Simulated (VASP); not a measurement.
C: single point with PBE+D3(BJ)

The system is C.

```
C
1.0
     1.23250    0.71158    3.36139
    -1.23250    0.71158    3.36139
     0.00000   -1.42317    3.36139
C
2
Direct
  0.17225 0.17225 0.17225
  0.82775 0.82775 0.82775
```

| Quantity | Value |
| --- | --- |
| Program | VASP 6.6.1 |
| Task | single point |
| Functional | PBE |
| Dispersion | D3(BJ) |
| Potentials or basis | VASP PAW PBE potentials, release 64 (C) |
| Cutoff | 520 eV |
| k mesh | 15 × 15 × 15 |
| Occupations | gaussian, width 0.05 eV |
| Spin | no spin polarisation |
| Dipole correction | no |
| Further INCAR settings | ALGO = Normal; EDIFF = 1e-06; NBANDS = 11 |

```
Pressure                   : -0.3 GPa
Largest force              : 1.888 eV/Å
Band gap on the k mesh     : 0.49 eV, direct
Dispersion energy per atom : -0.156 eV
```

Forces in eV/Å, atoms in the order of the input:
```
C    0.000  0.000 -1.888
C    0.000  0.000  1.888
```

Stress tensor (GPa, compression positive):
```
 0.55  0.00  0.00
 0.00  0.55  0.00
 0.00  0.00 -1.90
```

Levels at points of the mesh, in eV from the valence-band top:
| k point | band 1 | band 2 | band 3 | band 4 | band 5 | band 6 | band 7 | band 8 |
| --- | --- | --- | --- | --- | --- | --- | --- | --- |
| (0.00, 0.00, 0.00) | -19.34 | -6.23 | -2.62 | -2.62 | 4.25 | 8.66 | 8.66 | 11.87 |

Wall time 63 s on 1 thread of Intel(R) Xeon(R) Platinum 8488C (Sapphire Rapids) (shared host), peak memory 0.2 GiB.

Caveat: forces of over 1 eV/Å act on the atoms, so gaps and moduli don't describe the material at rest. A k mesh can miss the band edges.
